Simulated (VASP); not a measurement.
## Cu: relaxation of cell and atoms with PBE-based screened hybrid with 25 % exact exchange

The system is Cu.

```
Cu
1.0
     0.00000    1.80750    1.80750
     1.80750    0.00000    1.80750
     1.80750    1.80750    0.00000
Cu
1
Cartesian
  0.0000 0.0000 0.0000
```

```
Program                            : VASP 6.6.1
Task                               : relaxation of cell and atoms
Functional                         : PBE-based screened hybrid with 25 % exact exchange
Potentials or basis                : VASP PAW PBE potentials, release 64 (Cu)
Cutoff                             : 600 eV
k mesh                             : 7 × 7 × 7
Occupations                        : fermi-dirac, width 0.05 eV
Spin                               : no spin polarisation
Dipole correction                  : no
Grid for exact exchange (PRECFOCK) : Normal
Share of exact exchange            : 0.25
Further INCAR settings             : ALGO = Normal; EDIFF = 1e-07; IBRION = 2; EDIFFG = -0.01; NSW = 60; ISIF = 3
Screening parameter                : 0.3 1/Å
```

```
Relaxed volume                        : 12.03 Å³/atom
Relaxed cell                          : a = 2.572 Å, b = 2.572 Å, c = 2.572 Å, α = 60.00°, β = 60.00°, γ = 60.00°
Space group after relaxing (to 0.1 Å) : Fm-3m (No. 225)
Energy gained by relaxing             : 1.6 meV/atom
Ionic steps                           : 3
Pressure after relaxing               : 0.0 GPa
Band gap on the k mesh                : zero (an odd number of electrons rules out a gap without spin polarisation)
```

The path:
```csv
step,energy change (eV),largest force (eV/Å),pressure (GPa),volume (Å³)
1,0.0000,0.0000,2.24,11.81
2,-0.0015,0.0000,-0.76,12.10
3,-0.0016,0.0000,0.02,12.03
```

Final structure:
```xyz
1
Lattice="0.0000 1.8187 1.8187 1.8187 0.0000 1.8187 1.8187 1.8187 0.0000" Properties=species:S:1:pos:R:3 pbc="T T T"
Cu    0.0000    0.0000    0.0000
```

Levels at points of the mesh, in eV from the Fermi level:
| k point | band 3 | band 4 | band 5 | band 6 | band 7 | band 8 | band 9 |
| --- | --- | --- | --- | --- | --- | --- | --- |
| (0.00, 0.00, 0.00) | -4.62 | -4.62 | -3.83 | -3.83 | 23.09 | 25.94 | 25.94 |

It took 44 min on 1 thread of Intel(R) Xeon(R) Platinum 8259CL CPU @ 2.50GHz (Skylake/Cascade Lake), on a shared host, peak memory 0.24 GiB.

Caveat: the k points lie up to 0.43 Å⁻¹ apart in the final cell, too coarse for converged energies and pressures of a metal; the PAW data sets were made with another functional, which shifts forces and pressure a little. Zero-point motion and thermal expansion aren't in these numbers.
